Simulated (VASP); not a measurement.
Sb: relaxation of cell and atoms with PBEsol

Sb:

```
Sb
1.0
     3.16000    0.00000    0.00000
     0.00000    3.16000    0.00000
     0.00000    0.00000    3.16000
Sb
1
Direct
  0.00000 0.00000 0.00000
```

```
Program                : VASP 6.6.1
Task                   : relaxation of cell and atoms
Functional             : PBEsol
Potentials or basis    : VASP PAW PBE potentials, release 64 (Sb)
Cutoff                 : 600 eV
k mesh                 : 8 × 8 × 8
Occupations            : fermi-dirac, width 0.05 eV
Spin                   : no spin polarisation
Dipole correction      : no
Further INCAR settings : ALGO = Normal; EDIFF = 1e-07; IBRION = 2; EDIFFG = -0.02; NSW = 80; ISIF = 3
```

The relaxed volume is 28.94 Å³/atom and the relaxed cell is a = 3.070 Å, b = 3.070 Å, c = 3.070 Å, α = 90.00°, β = 90.00°, γ = 90.00°. The space group after relaxing (to 0.05 Å) is Pm-3m (No. 221). The energy gained by relaxing is 41.1 meV/atom. The ionic steps are 3. The pressure after relaxing is 0.0 GPa.

Step by step:
| step | energy change (eV) | largest force (eV/Å) | pressure (GPa) | volume (Å³) |
| --- | --- | --- | --- | --- |
| 1 | 0.0000 | 0.0000 | -4.63 | 31.55 |
| 2 | -0.0268 | 0.0000 | 3.48 | 27.57 |
| 3 | -0.0411 | 0.0000 | -0.01 | 28.94 |

Final structure:
```xyz
1
Lattice="3.0702 0.0000 0.0000 0.0000 3.0702 0.0000 0.0000 0.0000 3.0702" Properties=species:S:1:pos:R:3 pbc="T T T"
Sb    0.0000    0.0000    0.0000
```

Levels at points of the mesh, in eV from the Fermi level:
```csv
k point,band 1,band 2,band 3,band 4,band 5,band 6
"(0.00, 0.00, 0.00)",-12.58,3.40,3.40,3.40,7.04,7.04
"(0.50, 0.00, 0.00)",-10.04,-5.75,5.51,5.51,9.21,10.66
"(0.50, 0.50, 0.00)",-7.34,-3.61,-3.61,2.07,7.67,13.21
"(0.50, 0.50, 0.50)",-4.31,-1.61,-1.61,-1.61,4.83,4.83
```

Run time: 43 s on 1 thread of AMD EPYC 7R13, with other jobs on the host, peak memory 0.14 GiB.

Caveat: the PAW data sets were made with another functional, which shifts forces and pressure a little; spin-orbit coupling is left out, which moves the levels of the heavy elements.
